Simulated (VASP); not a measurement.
A run of VASP 6.6.1:

The input INCAR:

```
SYSTEM = ZnO
  PREC = Accurate
  ENCUT = 520
  EDIFF = 1E-7
  ISMEAR = -1
  SIGMA = 0.05
  LREAL = .False.
  LASPH = .True.
  NELM = 80
  ALGO = Normal
  ISIF = 2
  LWAVE = .False.
  LCHARG = .True.
  GGA = RP
  IVDW = 12
  LELF = .True.
  LVHAR = .True.
  NBANDS = 26
```

The input KPOINTS:

```
Automatic mesh
0
Gamma
  9 9 5
  0 0 0
```

Contents of POSCAR:

```
ZnO
1.0
    3.2274999067      0.0000000000      0.0000000000
   -1.6137499533      2.7950969099      0.0000000000
    0.0000000000      0.0000000000      5.1707703030
Zn O
2 2
Direct
    0.6666666667      0.3333333333      0.0000000000
    0.3333333333      0.6666666667      0.5000000000
    0.3333333333      0.6666666667      0.8790100000
    0.6666666667      0.3333333333      0.3790100000
```

Potentials or basis: VASP PAW PBE potentials, release 64 (Zn, O).

The run is started by

```sh
$ cat potpaw_PBE.64/Zn/POTCAR potpaw_PBE.64/O/POTCAR > POTCAR
$ mpirun -np 1 vasp_std > vasp.out
```

Hardware: 1 thread of Intel(R) Xeon(R) 6975P-C (Granite Rapids), on a shared host.

Q: How long does it take, and how much memory?

A: Run time: 17 s on 1 thread of Intel(R) Xeon(R) 6975P-C (Granite Rapids), with other jobs on the host, peak memory 0.19 GiB. Counts: scf iterations 17, k points 36.
